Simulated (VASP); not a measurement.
Here is a VASP 6.6.1 calculation.

The input POSCAR:

```
Sb
1.0
    4.5666298443      0.0000000000      0.0000000000
    2.4797960384      3.8346733554      0.0000000000
    2.4797960384      1.3495079567      3.5893659631
Sb
2
Direct
    0.2316374552      0.2316374552      0.2316374552
    0.7683625448      0.7683625448      0.7683625448
```

The input INCAR.step1:

```
SYSTEM = Sb
PREC = Accurate
ENCUT = 520
ISMEAR = -1
SIGMA = 0.05
LREAL = .False.
LASPH = .True.
NELM = 100
NBANDS = 12
GGA = PE
ALGO = Normal
EDIFF = 1E-4
LWAVE = .True.
LCHARG = .False.
```

Contents of INCAR.step2:

```
SYSTEM = Sb
PREC = Accurate
ENCUT = 520
EDIFF = 1E-7
ISMEAR = -1
SIGMA = 0.05
LREAL = .False.
LASPH = .True.
NELM = 100
ALGO = Normal
ISIF = 2
LWAVE = .False.
LCHARG = .True.
METAGGA = R2SCAN
LMIXTAU = .True.
LELF = .True.
LVHAR = .True.
NBANDS = 12
ISTART = 1
```

The input KPOINTS:

```
Automatic mesh
0
Gamma
  7 7 7
  0 0 0
```

Potentials or basis: VASP PAW PBE potentials, release 64 (Sb).

Command:

```sh
$ cat potpaw_PBE.64/Sb/POTCAR > POTCAR
$ cp INCAR.step1 INCAR
$ mpirun -np 1 vasp_std > vasp.out
$ cp INCAR.step2 INCAR
$ mpirun -np 1 vasp_std > vasp.out
```

(1) Estimate the pressure.

(2) Predict the largest force.

Answers

(1) 0.1 GPa.

(2) 0.057 eV/Å.

Caveat: the PAW data sets were made with another functional, which shifts forces and pressure a little.
